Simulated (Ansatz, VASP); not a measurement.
**Two plane-wave programs on Mg5Se**

```xyz
6
Lattice="3.1212 1.8020 3.9837 -3.1212 1.8020 3.9837 0.0000 -3.6041 3.9837" Properties=species:S:1:pos:R:3 pbc="T T T"
Mg    0.0000    0.0000    1.2212
Mg    0.0000    0.0000   10.7298
Mg    0.0000    1.8020    3.9837
Mg   -1.5606   -0.9010    3.9837
Mg    1.5606   -0.9010    3.9837
Se    0.0000    0.0000    5.9755
```

Alike in both runs: task single point; functional PBE; k mesh 6 × 6 × 6; occupations gaussian, width 0.1 eV; no spin polarisation.

|  | VASP | Ansatz |
| --- | --- | --- |
| version | VASP 6.6.1 | Ansatz 0.2.0 |
| potentials or method | VASP PAW PBE potentials, release 64 (Mg, Se), cutoff 520 eV | scalar-relativistic, plane waves, PAW |
| valence electrons in the cell | 16 | 66 |

|  | VASP | Ansatz | Ansatz less VASP |
| --- | --- | --- | --- |
| gap on the k mesh at the Fermi level (eV) | none | none | - |
| pressure (GPa) | 2.3 | 2.4 | +0.10 |
| traceless stress, the component that is largest in VASP (GPa) | 4.58 | 4.55 | -0.031 |
| rms of the force components (eV/Å) | 0.687 | 0.685 | -0.0019 |

Atom by atom the forces differ by 0.002 eV/Å (rms over components). A gap of «none» marks a metal or a gap that the smearing closes. With one functional, cell and mesh, what is left measures potentials, basis and numerics. VASP's potentials hold 16 valence electrons a cell and Ansatz's 66, so a difference there can come from the potentials and not from the codes.
